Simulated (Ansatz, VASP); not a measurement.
# One calculation of Cs2AgBiBr6, two programs

```
Bi Cs Ag Br
1.0
     0.00000    5.61610    5.61610
     5.61610    0.00000    5.61610
     5.61610    5.61610    0.00000
Bi Cs Ag Br
1 2 1 6
Direct
  0.00000 0.00000 0.00000
  0.75000 0.75000 0.75000
  0.25000 0.25000 0.25000
  0.50000 0.50000 0.50000
  0.74945 0.74945 0.25055
  0.25055 0.25055 0.74945
  0.74945 0.25055 0.25055
  0.74945 0.25055 0.74945
  0.25055 0.74945 0.74945
  0.25055 0.74945 0.25055
```

Alike in both runs: functional PBE; k mesh 4 × 4 × 4; occupations fermi-dirac, width 0.05 eV; no spin polarisation.

|  | VASP | Ansatz |
| --- | --- | --- |
| version | VASP 6.6.1 | Ansatz 0.2.0 |
| potentials or method | VASP PAW PBE potentials, release 64 (Bi_d, Cs_sv, Ag, Br) | Ansatz PAW |
| plane-wave cutoff (eV) | 520 | 420 |
| valence electrons in the cell | 86 | 94 |
| task | single point | band structure |

```csv
,VASP,Ansatz,Ansatz less VASP
gap on the k mesh at the Fermi level (eV),1.27,1.26,-0.005
least direct gap on the mesh (eV),2.47,2.47,-0.004
pressure (GPa),1.9,1.9,0.00
rms of the force components (eV/Å),0.132,0.130,-0.0018
```

Atom by atom the forces differ by 0.002 eV/Å (rms over components). VASP's potentials hold 86 valence electrons a cell and Ansatz's 94, so a difference there can come from the potentials and not from the codes.

Spin-orbit coupling is off throughout.
